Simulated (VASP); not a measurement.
Wanted: the native input for a VASP 6.6.1 run.

* Task: single point
* Functional: PBE
* Potentials or basis: VASP PAW PBE potentials, release 64 (Cd, I)
* Cutoff: 500 eV
* k mesh: 8 × 8 × 4
* Occupations: fermi-dirac, width 0.02 eV
* Spin: no spin polarisation
* Dipole correction: no
* Further INCAR settings: ALGO = Normal; EDIFF = 1e-06; NBANDS = 20

The structure of CdI2 lies in POSCAR:

```
CdI2
1.0
    4.2440000000      0.0000000000      0.0000000000
   -2.1220000000      3.6754118137      0.0000000000
    0.0000000000      0.0000000000      6.8590000000
Cd I
1 2
Direct
    0.0000000000      0.0000000000      0.0000000000
    0.3333333333      0.6666666667      0.2524926357
    0.6666666667      0.3333333333      0.7475073643
```

The input as run:

INCAR

```
SYSTEM = CdI2
  PREC = Accurate
  ENCUT = 500
  EDIFF = 1E-6
  ISMEAR = -1
  SIGMA = 0.02
  LREAL = .FALSE.
  LASPH = .TRUE.
  NELM = 120
  ALGO = Normal
  ISIF = 2
  LWAVE = .FALSE.
  LCHARG = .FALSE.
  GGA = PE
  NBANDS = 20
  GGA_COMPAT = .FALSE.
```

KPOINTS

```
Automatic mesh
0
G
  8 8 4
  0 0 0
```

Potentials or basis: VASP PAW PBE potentials, release 64 (Cd, I).

Launch:

```bash
$ cat potpaw_PBE.64/Cd/POTCAR potpaw_PBE.64/I/POTCAR > POTCAR
$ mpirun -np 1 vasp_std > vasp.out
```

Results of the run:

* Pressure: 1.6 GPa
* Largest force: 0.018 eV/Å
* Band gap on the k mesh: 2.32 eV (least direct gap 2.57 eV)

Caveat: spin-orbit coupling is left out, which moves the levels of the heavy elements; this functional lacks dispersion, which binds layers or chains, so the pressure and a relaxed spacing across them are unreliable.

It took 61 s on 1 thread of Oxide Virtual Turin-like Processor (shared host), peak memory 0.21 GiB.
